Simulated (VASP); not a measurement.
A run of VASP 6.6.1:

Contents of INCAR:

```
SYSTEM = ZnO
PREC = Accurate ; ENCUT = 520
EDIFF = 1E-6 ; ISMEAR = 0
SIGMA = 0.01 ; LREAL = .False.
LASPH = .True. ; NELM = 80
ALGO = Normal ; ISIF = 2
LWAVE = .False. ; LCHARG = .True.
GGA = PE ; LELF = .True.
LVHAR = .True. ; NBANDS = 26
```

Contents of KPOINTS:

```
Automatic mesh
0
Gamma
  9 9 4
  0 0 0
```

Contents of POSCAR:

```
ZnO
1.0
    3.4784200873      0.0000000000      0.0000000000
   -1.7392100436      3.0124001606      0.0000000000
    0.0000000000      0.0000000000      4.6637467837
Zn O
2 2
Direct
    0.3333333333      0.6666666667      0.2500000000
    0.6666666667      0.3333333333      0.7500000000
    0.6666666667      0.3333333333      0.2500000000
    0.3333333333      0.6666666667      0.7500000000
```

Potentials or basis: VASP PAW PBE potentials, release 64 (Zn, O).

Command:

```bash
$ cat potpaw_PBE.64/Zn/POTCAR potpaw_PBE.64/O/POTCAR > POTCAR
$ mpirun -np 1 vasp_std > vasp.out
```

Hardware: 1 thread of Intel(R) Xeon(R) Platinum 8375C CPU @ 2.90GHz (Ice Lake), with other jobs on the host.

Estimate the wall time of this run.

Wall time 46 s on 1 thread of Intel(R) Xeon(R) Platinum 8375C CPU @ 2.90GHz (Ice Lake) (shared host), peak memory 0.18 GiB. Counts: scf iterations 15, k points 36.
